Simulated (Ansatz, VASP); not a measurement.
One calculation of Mg, two programs

The input INCAR:

```
SYSTEM = Mg
ALGO = Normal ; EDIFF = 1E-6
ENCUT = 520 ; GGA = PS
ISIF = 2 ; ISMEAR = 0
LASPH = .True. ; LCHARG = .True.
LELF = .True. ; LREAL = .False.
LVHAR = .True. ; LWAVE = .False.
NBANDS = 9 ; NELM = 80
PREC = Accurate ; SIGMA = 0.15
```

KPOINTS

```
k-points
0
Gamma
  18 18 10
  0 0 0
```

File POSCAR:

```
Mg
1.0
    3.0200401386      0.0000000000      0.0000000000
   -1.5100200693      2.6154314804      0.0000000000
    0.0000000000      0.0000000000      5.8837299028
Mg
2
Direct
    0.3333333333      0.6666666667      0.2500000000
    0.6666666667      0.3333333333      0.7500000000
```

Input for Ansatz:

```yaml
crystal:
  lattice:
    - [3.0200401386, 0.0, 0.0]
    - [-1.5100200693, 2.6154314804, 0.0]
    - [0.0, 0.0, 5.8837299028]
  atoms:
    - { symbol: Mg, position: [0.3333333333, 0.6666666667, 0.25] }
    - { symbol: Mg, position: [0.6666666667, 0.3333333333, 0.75] }
basis:
  ecutwfc: 420
kpoints:
  mp_grid: { grid: [18, 18, 10] }
hamiltonian:
  xc: pbesol
scf:
  occupations: { method: gaussian, width: 0.15 }
output:
  forces: true
  stress: true
  eigenvalues: true
```

Alike in both runs: task single point; functional PBEsol; k mesh 18 × 18 × 10; occupations gaussian, width 0.15 eV; no spin polarisation.

|  | VASP | Ansatz |
| --- | --- | --- |
| version | VASP 6.6.1 | Ansatz 0.2.0 |
| potentials or method | VASP PAW PBE potentials, release 64 (Mg), cutoff 520 eV | scalar-relativistic, plane waves, PAW |
| valence electrons in the cell | 4 | 20 |

Ansatz gave:

```
gap on the k mesh at the Fermi level (eV)                     : none
pressure (GPa)                                                : 0.4
traceless stress, the component that is largest in VASP (GPa) : -5.39
```

Question: What did VASP give for the same quantities?

Answer: gap on the k mesh at the Fermi level (eV): none; pressure (GPa): 0.4; traceless stress, the component that is largest in VASP (GPa): -5.43.

VASP's potentials were made for PBE, not for PBEsol. A gap of «none» marks a metal or a gap that the smearing closes. The functional is the same, so the differences come from potentials, cutoffs and numerics. VASP's potentials hold 4 valence electrons a cell and Ansatz's 20, so a difference there can come from the potentials and not from the codes.
